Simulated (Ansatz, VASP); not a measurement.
# One calculation of Hf, two programs

INCAR

```
SYSTEM = Hf
ALGO = Normal
EDIFF = 1E-6
ENCUT = 520
GGA = PE
ISIF = 2
ISMEAR = 1
LASPH = .True.
LCHARG = .True.
LELF = .True.
LREAL = .False.
LVHAR = .True.
LWAVE = .False.
NBANDS = 17
NELM = 60
PREC = Accurate
SIGMA = 0.03
```

Contents of KPOINTS:

```
k-points
0
Gamma
  11 11 6
  0 0 0
```

Contents of POSCAR:

```
Hf
1.0
    3.2045059552      0.0000000000      0.0000000000
   -1.6022529776      2.7751835638      0.0000000000
    0.0000000000      0.0000000000      5.0738215932
Hf
2
Direct
    0.3333333333      0.6666666667      0.2500000000
    0.6666666667      0.3333333333      0.7500000000
```

Input for Ansatz:

```yaml
crystal:
  lattice:
    - [3.2045059552, 0.0, 0.0]
    - [-1.6022529776, 2.7751835638, 0.0]
    - [0.0, 0.0, 5.0738215932]
  atoms:
    - { symbol: Hf, position: [0.3333333333, 0.6666666667, 0.25] }
    - { symbol: Hf, position: [0.6666666667, 0.3333333333, 0.75] }
hamiltonian:
  xc: pbe
  pseudopotentials:
    kind: paw
    azcp:
      Hf: "pseudopotentials/Hf.paw.azcp"
basis:
  ecutwfc: 420
  fft_grid_basis: typed
kpoints:
  mp_grid: { grid: [11, 11, 6], shift: [0, 0, 0] }
magnetization:
  spin_polarized: false
scf:
  occupations: { method: cold, width: 0.03 }
  lower_state_search: "off"
output:
  stress: true
```

Alike in both runs: task single point; functional PBE; k mesh 11 × 11 × 6; no spin polarisation.

|  | VASP | Ansatz |
| --- | --- | --- |
| version | VASP 6.6.1 | Ansatz 0.2.0 |
| potentials or method | VASP PAW PBE potentials, release 64 (Hf_pv), cutoff 520 eV | plane waves (420 eV) with PAW, scalar-relativistic |
| occupations | methfessel-paxton of order 1, width 0.03 eV | cold, width 0.03 eV |
| valence electrons in the cell | 20 | 52 |

```csv
,VASP,Ansatz,Ansatz less VASP
pressure (GPa),-0.2,0.2,+0.45
```

VASP's potentials hold 20 valence electrons a cell and Ansatz's 52, so a difference there can come from the potentials and not from the codes.

Neither program's run includes spin-orbit coupling.
